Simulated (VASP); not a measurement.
# SnO2 (P2_1) in VASP: single point with PBEsol+D3(BJ)

Aim: the single point of SnO2 with PBEsol+D3(BJ).

Program: VASP 6.6.1. These are calculated values, not measurements. Logs are shortened: lines on timing, memory, paths and dates and some standing lists are left out, and cuts for length are marked.

## (1) The cell of the first run

The structure is monoclinic, space group P2_1 (No. 4). The conventional cell has a = 3.178 Å, b = 10.113 Å, c = 3.178 Å, α = 90.00°, β = 120.00°, γ = 90.00°. Sn (site symmetry 1) has 6 O at 2.09 to 2.10 Å within 2.8 Å. Within 2.8 Å of O (site symmetry 1) lie 3 Sn at 2.09 to 2.10 Å and 3 O at 2.73 Å. Within 2.8 Å of O (site symmetry 1) lie 3 Sn at 2.09 to 2.10 Å and 3 O at 2.73 Å.

## (2) Single point, PBEsol+D3(BJ) (atoms displaced along several vibrational modes)

INCAR reads:

```
PREC = Accurate
ENCUT = 520
EDIFF = 1E-6
ISMEAR = 0
SIGMA = 0.05
LREAL = F
LASPH = T
NELM = 100
ALGO = Normal
ISIF = 2
LWAVE = F
LCHARG = F
GGA = PS
IVDW = 12
NBANDS = 35
```

KPOINTS reads:

```
regular mesh
0
Gamma
  12 12 4
```

POSCAR reads:

```
SnO2
1.0
    3.1779419946      0.0000000000      0.0000000000
   -1.5889709973      2.7521784991      0.0000000000
    0.0000000000      0.0000000000     10.1134263721
Sn O
2 4
Direct
   -0.1024303573     -0.0749842258      0.5000000000
    0.1024303573      0.0749842258      0.0000000000
    0.5627820105      0.2572844869      0.4003665319
    0.7705513228      0.4093821798      0.0996334681
    0.2294486772      0.5906178202      0.5996334681
    0.4372179895      0.7427155131      0.9003665319
```

Potentials or basis: VASP PAW PBE potentials, release 64 (Sn_d, O).

Command:

```
$ cat potpaw_PBE.64/Sn_d/POTCAR potpaw_PBE.64/O/POTCAR > POTCAR
$ mpirun -np 1 vasp_std > vasp.out
```

OUTCAR:

```text
PREC = Accurate
   ENCUT = 520
   EDIFF = 1E-6
   ISMEAR = 0
   LREAL = F
   LASPH = T
   NELM = 100
   ISIF = 2
   GGA = PS
   IVDW = 12
 IVDW          = 12

 ion  position               nearest neighbor table
   1  0.898  0.925  0.500-   3 2.09   5 2.09   5 2.09   3 2.09   3 2.10   5 2.10
   2  0.102  0.075  0.000-   6 2.09   4 2.09   4 2.09   6 2.09   6 2.10   4 2.10
   3  0.563  0.257  0.400-   1 2.09   1 2.09   1 2.10
   4  0.771  0.409  0.100-   2 2.09   2 2.09   2 2.10
   5  0.229  0.591  0.600-   1 2.09   1 2.09   1 2.10
   6  0.437  0.743  0.900-   2 2.09   2 2.09   2 2.10

  LATTYP: Found a hexagonal cell.
 ALAT       =     3.1779419946
 C/A-ratio  =     3.1823823057

  Lattice vectors:

 A1 = (   3.1779419946,   0.0000000000,   0.0000000000)
 A2 = (  -1.5889709973,   2.7521784991,   0.0000000000)
 A3 = (   0.0000000000,   0.0000000000,  10.1134263721)

Analysis of symmetry for initial positions (statically):
=====================================================================
 Subroutine PRICEL returns:
 Original cell was already a primitive cell.

 Routine SETGRP: Setting up the symmetry group for a
 hexagonal supercell.

 Subroutine GETGRP returns: Found  2 space group operations
 (whereof  1 operations were pure point group operations)
 out of a pool of 24 trial point group operations.

The static configuration has the point symmetry C_1 .
 The point group associated with its full space group is C_2 .

Analysis of symmetry for dynamics (positions and initial velocities):
=====================================================================
 Subroutine PRICEL returns:
 Original cell was already a primitive cell.

 Routine SETGRP: Setting up the symmetry group for a
 hexagonal supercell.

 Subroutine GETGRP returns: Found  2 space group operations
 (whereof  1 operations were pure point group operations)
 out of a pool of 24 trial point group operations.

The dynamic configuration has the point symmetry C_1 .
 The point group associated with its full space group is C_2 .

 Subroutine INISYM returns: Found  2 space group operations
 (whereof  1 operations are pure point group operations),
 and found     1 'primitive' translations

----------------------------------------------------------------------------------------

                                     Primitive cell

  volume of cell :      88.4547

  direct lattice vectors                    reciprocal lattice vectors
     3.177941995  0.000000000  0.000000000     0.314669054  0.181674263  0.000000000
    -1.588970997  2.752178499  0.000000000     0.000000000  0.363348526  0.000000000
     0.000000000  0.000000000 10.113426372     0.000000000  0.000000000  0.098878458

[... 98 lines left out ...]
   ISYM   =      2    0-nonsym 1-usesym 2-fastsym
   POTIM  = 0.5000    time-step for ionic-motion
   TEBEG  =    0.0;   TEEND  =   0.0 temperature during run
   PSTRESS=    0.0 pullay stress
   NELECT =      52.0000    total number of electrons
   NUPDOWN=      -1.0000    fix difference up-down
   EMIN   =  10.00;   EMAX   =-10.00  energy-range for DOS
   EFERMI =   0.00;   METHOD = LEGACY
   ISMEAR =     0;   SIGMA  =   0.05  broadening in eV -4-tet -1-fermi 0-gaus
   EFERMI_NEDOS =   21; number of points for ismear=-14 and -15
   IALGO  =     38    algorithm
   IMIX   =      4    mixing-type and parameters
     AMIX     =   0.40;   BMIX     =  1.00
     AMIX_MAG =   1.60;   BMIX_MAG =  1.00
  volume/ion in A,a.u.               =      14.74        99.49
  Fermi-wavevector in a.u.,A,eV,Ry     =   1.371415  2.591599 25.589564  1.880780
  Thomas-Fermi vector in A             =   2.497114
   LORBIT       =      0    0 simple, 1 ext, 2 COOP (PROOUT), +10 PAW based schemes
   GGA     = PS    functional components
   LHFCALC =     F    Hartree Fock is set to
   AEXX    =    0.0000 exact exchange contribution
   IVDW    =    12    specifies the selected vdW correction
   LEPSILON=     F    determine dielectric tensor
   LRPA    =     F    only Hartree local field effects (RPA)
 non-spin polarized calculation
 Gauss-broadening in eV      SIGMA  =   0.05
  energy-cutoff  :      520.00
  volume of cell :       88.45
 maximum number of plane-waves:      2400
   NGX = 11   NGY = 11   NGZ = 37

 number of electron      52.0000017 magnetization

 Free energy of the ion-electron system (eV)
  ---------------------------------------------------
  ext. energy  EPLUGINS =         0.00000000
  ---------------------------------------------------
  free energy    TOTEN  =       -38.52100577 eV

  energy without entropy =      -38.52100577  energy(sigma->0) =      -38.52100577

 E-fermi :   3.2359     XC(G=0):  -9.9604

 val. band max:        3.0135017067   @ k =  -0.2500   0.4167   0.0000
 cond. band min:       5.1966499560   @ k =   0.0000   0.0000   0.0000
 fundamental gap:      2.1831482493
 Fermi energy:         3.2359370725

 k-point     1 :       0.0000    0.0000    0.0000
  band No.  band energies     occupation
      1     -17.0094      2.00000
      2     -17.0066      2.00000
      3     -16.7155      2.00000
      4     -16.7154      2.00000
      5     -16.7154      2.00000
      6     -16.7153      2.00000
[... 901 lines left out ...]
     34      14.6214      0.00000
     35      15.0790      0.00000

 [... further k-points ...]

------------------------ aborting loop because EDIFF is reached ----------------------------------------

 Edisp (eV)   -0.92365

 E8    (eV) :    -0.5815

  FORCE on cell =-STRESS in cart. coord.  units (eV):
  Direction    XX          YY          ZZ          XY          YZ          ZX
  --------------------------------------------------------------------------------------
  -------------------------------------------------------------------------------------
  Total       0.53514     0.53808    -0.14130     0.03704     0.00000     0.00000
  in kB       9.69304     9.74617    -2.55936     0.67098     0.00000     0.00000
  external pressure =        5.63 kB  Pullay stress =        0.00 kB

 VOLUME and BASIS-vectors are now :
 -----------------------------------------------------------------------------
  energy-cutoff  :      520.00
  volume of cell :       88.45
      direct lattice vectors                 reciprocal lattice vectors
     3.177941995  0.000000000  0.000000000     0.314669054  0.181674263  0.000000000
    -1.588970997  2.752178499  0.000000000     0.000000000  0.363348526  0.000000000
     0.000000000  0.000000000 10.113426372     0.000000000  0.000000000  0.098878458

 POSITION                                       TOTAL-FORCE (eV/Angst)
 -----------------------------------------------------------------------------------
      1.38260      2.54581      5.05671        -0.049713     -0.049444      0.001411
      0.20637      0.20637      0.00000         0.049713      0.049444      0.001411
      1.37967      0.70809      4.04908        -0.002732      0.000465     -0.082709
      1.79827      1.12669      1.00764        -0.002921     -0.000206      0.081298
     -0.20930      1.62549      6.06435         0.002921      0.000206      0.081298
      0.20930      2.04409      9.10579         0.002732     -0.000465     -0.082709
 -----------------------------------------------------------------------------------
    total drift:                               -0.000000     -0.000000      0.000005

  FREE ENERGIE OF THE ION-ELECTRON SYSTEM (eV)
  ---------------------------------------------------
  free  energy   TOTEN  =       -39.4446513772 eV

  energy  without entropy=      -39.4446513772  energy(sigma->0) =      -39.44465138
```

OSZICAR:

```text
N       E                     dE             d eps       ncg     rms          rms(c)
DAV:   1     0.642679787838E+03    0.64268E+03   -0.25010E+04 16699   0.219E+03
DAV:   2     0.614404758693E+02   -0.58124E+03   -0.54724E+03 16900   0.590E+02
DAV:   3    -0.383666649178E+02   -0.99807E+02   -0.98101E+02 17077   0.209E+02
DAV:   4    -0.436644576648E+02   -0.52978E+01   -0.52580E+01 19479   0.531E+01
DAV:   5    -0.438017571325E+02   -0.13730E+00   -0.13710E+00 18732   0.893E+00    0.144E+01
DAV:   6    -0.385208066582E+02    0.52810E+01   -0.15028E+01 23718   0.616E+01    0.624E+00
DAV:   7    -0.385761070513E+02   -0.55300E-01   -0.19113E+00 16777   0.782E+00    0.315E+00
DAV:   8    -0.385281472897E+02    0.47960E-01   -0.17720E-01 24272   0.374E+00    0.897E-01
DAV:   9    -0.385194844466E+02    0.86628E-02   -0.31002E-02 25261   0.284E+00    0.128E-01
DAV:  10    -0.385208904194E+02   -0.14060E-02   -0.55423E-03 21127   0.768E-01    0.654E-02
DAV:  11    -0.385209742083E+02   -0.83789E-04   -0.47894E-04 24839   0.252E-01    0.208E-02
DAV:  12    -0.385210060142E+02   -0.31806E-04   -0.76763E-05 21167   0.583E-02    0.158E-02
DAV:  13    -0.385210056493E+02    0.36488E-06   -0.12927E-05 22883   0.433E-02    0.217E-03
DAV:  14    -0.385210057673E+02   -0.11800E-06   -0.11595E-06 13176   0.782E-03
   1 F= -.39444651E+02 E0= -.39444651E+02  d E =-.874648E-12
```

Wall time 5 min (1 thread of AMD EPYC 9R45 (Zen 5), shared host); peak memory 0.57 GiB.

Results:

- Free energy: -39.4447 eV
- Pressure: 0.6 GPa
- Largest force: 0.083 eV/Å
- Band gap on the k mesh: 2.18 eV (least direct gap 2.57 eV)
- Dispersion energy per atom: -0.154 eV

Forces in eV/Å, atoms in the order of the input:
```
Sn  -0.050 -0.049  0.001
Sn   0.050  0.049  0.001
O   -0.003  0.000 -0.083
O   -0.003  0.000  0.081
O    0.003  0.000  0.081
O    0.003  0.000 -0.083
```

Stress tensor (GPa, compression positive):
```
 0.97  0.07  0.00
 0.07  0.97  0.00
 0.00  0.00 -0.26
```

Levels at points of the mesh, in eV from the valence-band top:
| k point | band 24 | band 25 | band 26 | band 27 | band 28 | band 29 |
| --- | --- | --- | --- | --- | --- | --- |
| (0.00, 0.00, 0.00) | -0.91 | -0.90 | -0.39 | 2.18 | 3.17 | 5.47 |
| (0.50, 0.00, 0.00) | -0.60 | -0.55 | -0.09 | 5.36 | 5.54 | 6.98 |
| (0.00, 0.50, 0.00) | -0.61 | -0.56 | -0.08 | 5.36 | 5.54 | 6.96 |
| (0.50, 0.50, 0.00) | -0.60 | -0.57 | -0.06 | 5.36 | 5.55 | 6.94 |
| (0.00, 0.00, 0.50) | -0.92 | -0.87 | -0.87 | 2.69 | 2.69 | 5.68 |
| (0.50, 0.00, 0.50) | -0.59 | -0.32 | -0.32 | 5.45 | 5.45 | 7.28 |
| (0.00, 0.50, 0.50) | -0.59 | -0.32 | -0.32 | 5.45 | 5.45 | 7.29 |
| (0.50, 0.50, 0.50) | -0.59 | -0.31 | -0.31 | 5.45 | 5.45 | 7.31 |

Caveat: the cell differs from its parent crystal (atoms displaced along several vibrational modes); the PAW data sets were made with another functional, which shifts forces and pressure a little; spin-orbit coupling is left out, which moves the levels of the heavy elements. A k mesh can miss the band edges.
